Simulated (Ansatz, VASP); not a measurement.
# One calculation of CaC2, two programs

File INCAR:

```
PREC = Accurate ; ENCUT = 520
EDIFF = 1E-6 ; ISMEAR = 0
SIGMA = 0.05 ; LREAL = False
LASPH = True ; NELM = 60
ALGO = Normal ; ISIF = 2
LWAVE = False ; LCHARG = True
LELF = True ; LVHAR = True
NBANDS = 16
```

Contents of KPOINTS:

```
Automatic mesh
0
Gamma
  10 10 10
```

File POSCAR:

```
CaC2
1.0
   -1.8859411344      1.8859411344      3.2821640236
    1.8859411344     -1.8859411344      3.2821640236
    1.8859411344      1.8859411344     -3.2821640236
Ca C
1 2
Direct
    0.0000000000      0.0000000000      0.0000000000
    0.5978927200      0.5978927200      0.0000000000
    0.4021072800      0.4021072800      0.0000000000
```

Input for Ansatz:

```yaml
crystal:
  lattice:
    - [-1.8859411344, 1.8859411344, 3.2821640236]
    - [1.8859411344, -1.8859411344, 3.2821640236]
    - [1.8859411344, 1.8859411344, -3.2821640236]
  atoms:
    - { symbol: Ca, position: [0.0, 0.0, 0.0] }
    - { symbol: C, position: [0.59789272, 0.59789272, 0.0] }
    - { symbol: C, position: [0.40210728, 0.40210728, 0.0] }
basis:
  ecutwfc: 420
kpoints:
  mp_grid: { grid: [10, 10, 10] }
hamiltonian:
  xc: lda
scf:
  occupations: { method: gaussian, width: 0.05 }
output:
  forces: true
  stress: true
  eigenvalues: true
```

Change from the starting cell: strain -0.025 along x and y, +0.025 along z, atoms carried along.

Alike in both runs: task single point; functional LDA; k mesh 10 × 10 × 10; occupations gaussian, width 0.05 eV; no spin polarisation.

|  | VASP | Ansatz |
| --- | --- | --- |
| version | VASP 6.6.1 | Ansatz 0.2.0 |
| potentials or method | VASP PAW LDA potentials, release 64 (Ca_sv, C), cutoff 520 eV | scalar-relativistic, plane waves, PAW |
| valence electrons in the cell | 18 | 18 |

```tsv
	VASP	Ansatz	Ansatz less VASP
gap on the k mesh at the Fermi level (eV)	0.80	0.81	+0.014
least direct gap on the mesh (eV)	1.94	1.95	+0.013
pressure (GPa)	-6.2	-6.6	-0.40
traceless stress, the component that is largest in VASP (GPa)	-10.72	-10.96	-0.237
rms of the force components (eV/Å)	0.921	0.961	+0.0403
```

LDA's correlation is that of Perdew and Zunger in VASP and of Perdew and Wang (1992) in Ansatz. Atom by atom the forces differ by 0.040 eV/Å (rms over components).
